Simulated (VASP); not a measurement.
A run of VASP 6.6.1:

INCAR

```
SYSTEM = MnS
  PREC = Accurate
  ENCUT = 520
  EDIFF = 1E-6
  ISMEAR = 0
  SIGMA = 0.05
  LREAL = .False.
  LASPH = .True.
  NELM = 150
  ALGO = Normal
  ISIF = 2
  LWAVE = .False.
  LCHARG = .False.
  ISPIN = 2
  MAGMOM = 4.77 -4.77 -0.01 0.01
  LORBIT = 11
  LMAXMIX = 4
  LDAU = .True.
  LDAUTYPE = 2
  LDAUL = 2 -1
  LDAUU = 5 0
  LDAUJ = 0 0
  LDAUPRINT = 1
  GGA = PE
  NBANDS = 31
```

Contents of KPOINTS:

```
regular mesh
0
Gamma
  6 6 3
  0 0 0
```

POSCAR

```
MnS
1.0
    3.9760016100      0.0000000000      0.0000000000
   -1.9880008000      3.4433184000      0.0000000000
    0.0000000000      0.0000000000      6.4320005000
Mn S
2 2
Direct
    0.3333333333      0.6666666667      0.0000000000
    0.6666666667      0.3333333333      0.5000000000
    0.3333333333      0.6666666667      0.3850000000
    0.6666666667      0.3333333333      0.8850000000
```

Potentials or basis: VASP PAW PBE potentials, release 64 (Mn_pv, S).

The run is started by

```sh
$ cat potpaw_PBE.64/Mn_pv/POTCAR potpaw_PBE.64/S/POTCAR > POTCAR
$ mpirun -np 1 vasp_std > vasp.out
```

Hardware: 1 thread of Oxide Virtual Turin-like Processor, with other jobs on the host.

Question: How long does it take, and how much memory?

Answer: It took 110 s on 1 thread of Oxide Virtual Turin-like Processor (shared host), peak memory 0.22 GiB. Counts: scf iterations 16, k points 14.
